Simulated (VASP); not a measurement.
Here is a VASP 6.6.1 calculation.

INCAR

```
PREC     = Accurate       # precision mode
ENCUT    = 520            # plane-wave cutoff, eV
EDIFF    = 1E-7           # SCF threshold, eV
ISMEAR   = -1             # smearing method
SIGMA    = 0.03           # smearing width, eV
LREAL    = F              # projectors in reciprocal space
LASPH    = T              # aspherical terms in the spheres
NELM     = 100            # most SCF steps
ALGO     = Normal         # electronic algorithm
ISIF     = 2              # what is computed and relaxed
LWAVE    = F              # write WAVECAR
LCHARG   = F              # write CHGCAR
GGA      = PE             # functional
NBANDS   = 12             # bands
```

File KPOINTS:

```
Automatic mesh
0
Gamma
  15 15 15
```

File POSCAR:

```
Sc
1.0
   -0.0227050000      2.2705000000      2.2705000000
    2.2705000000     -0.0227050000      2.2705000000
    2.2477950000      2.2477950000      0.0000000000
Sc
1
Direct
    0.0000000000      0.0000000000      0.0000000000
```

Potentials or basis: VASP PAW PBE potentials, release 64 (Sc_sv).

The run is started by

```sh
$ cat potpaw_PBE.64/Sc_sv/POTCAR > POTCAR
$ mpirun -np 1 vasp_std > vasp.out
```

(1) Estimate the band gap on the k mesh.

(2) What does it give for the pressure?

## Answers

(1) zero (an odd number of electrons rules out a gap without spin polarisation).

(2) 2.9 GPa.

Caveat: the cell differs from its parent crystal (xy shear strain of -2 %).
